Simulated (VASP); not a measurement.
Runs of VASP 6.6.1 on Ni. The structure is that of space group Fm-3m (No. 225), or close to it. The cells are those of the table. 

| task | cell | cutoff (eV) | k mesh for the DOS | occupations for the DOS | gap on the mesh (eV) | pressure (GPa) | moment (μB) |
| --- | --- | --- | --- | --- | --- | --- | --- |
| single point | a = 2.372 Å, angles 60.0°, 1 atom | 520 | - | - | none | (b) | (a) |
| single point | a = 2.422 Å, angles 60.0°, 1 atom | 520 | - | - | none | -0.2 | 0.58 |
| single point | a = 2.321 Å, angles 60.0°, 1 atom | 520 | - | - | none | 43.6 | 0.55 |
| single point | a = 2.422 Å, angles 60.0°, 1 atom | 520 | 27 × 27 × 27 | tetrahedron | - | - | 0.58 |
| relaxation of cell and atoms | relaxed from a = 2.492 Å, angles 60.0°, 1 atom | 600 | - | - | none | 0.0 | 0.58 |

Alike in all rows: level LDA; potentials or basis VASP PAW LDA potentials, release 64 (Ni); spin collinear, ferromagnetic start; k mesh 18 × 18 × 18; smearing fermi-dirac 0.08 eV.

**Question.** Estimate the missing entries.

**Answer.** (a) 0.57; (b) 17.9.

Caveats: the cell stands under pressure (at least some runs); tetrahedron occupations give inexact forces and stress in metals (at least some runs).

A gap of «none» marks levels without a gap at the run's occupations.
